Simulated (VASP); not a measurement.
The system is TiPd.

```
Pd Ti
1.0
     4.01000    0.00000    0.00000
     0.00000    4.01000    0.00000
     0.00000    0.00000    4.01000
Pd Ti
2 2
Direct
  0.00000 0.00000 0.00000
  0.00000 0.50000 0.50000
  0.50000 0.00000 0.50000
  0.50000 0.50000 0.00000
```

| Property | Result |
| --- | --- |
| Program | VASP 6.6.1 |
| Task | relaxation of cell and atoms |
| Functional | r2SCAN |
| Potentials or basis | VASP PAW PBE potentials, release 64 (Pd, Ti_sv) |
| Cutoff | 600 eV |
| k mesh | 6 × 6 × 6 |
| Occupations | gaussian, width 0.1 eV |
| Spin | no spin polarisation |

At the start: pressure -7.6 GPa; volume 16.12 Å³/atom.

Task: Where does the relaxation end?

Result: Over 11 steps the energy falls by 24.8 meV/atom and the volume is 15.38 Å³/atom (-4.6 %); space group P4/mmm (No. 123, to 0.1 Å) before and after.

The path:
```tsv
step	energy change (eV)	largest force (eV/Å)	pressure (GPa)	volume (Å³)
1	0.0000	0.0000	-7.59	64.48
2	0.0451	0.0000	12.27	57.61
3	-0.0842	0.0000	0.15	61.27
4	-0.0842	0.0000	0.32	61.21
5	-0.0905	0.0000	0.27	61.25
6	-0.0967	0.0000	0.33	61.31
7	-0.0957	0.0000	0.80	61.38
8	-0.0987	0.0000	0.47	61.34
9	-0.0988	0.0000	0.51	61.35
10	-0.0971	0.0000	-1.27	62.02
11	-0.0991	0.0000	0.00	61.54
```

Final structure:
```yaml
crystal:
  lattice:
    - [3.79410, 0.00000, 0.00000]
    - [0.00000, 4.02725, 0.00000]
    - [0.00000, 0.00000, 4.02725]
  atoms:
    - { symbol: Pd, position: [0.00000, 0.00000, 0.00000] }
    - { symbol: Pd, position: [0.00000, 0.50000, 0.50000] }
    - { symbol: Ti, position: [0.50000, 0.00000, 0.50000] }
    - { symbol: Ti, position: [0.50000, 0.50000, 0.00000] }
```

Caveat: the PAW data sets were made with another functional, which shifts forces and pressure a little.
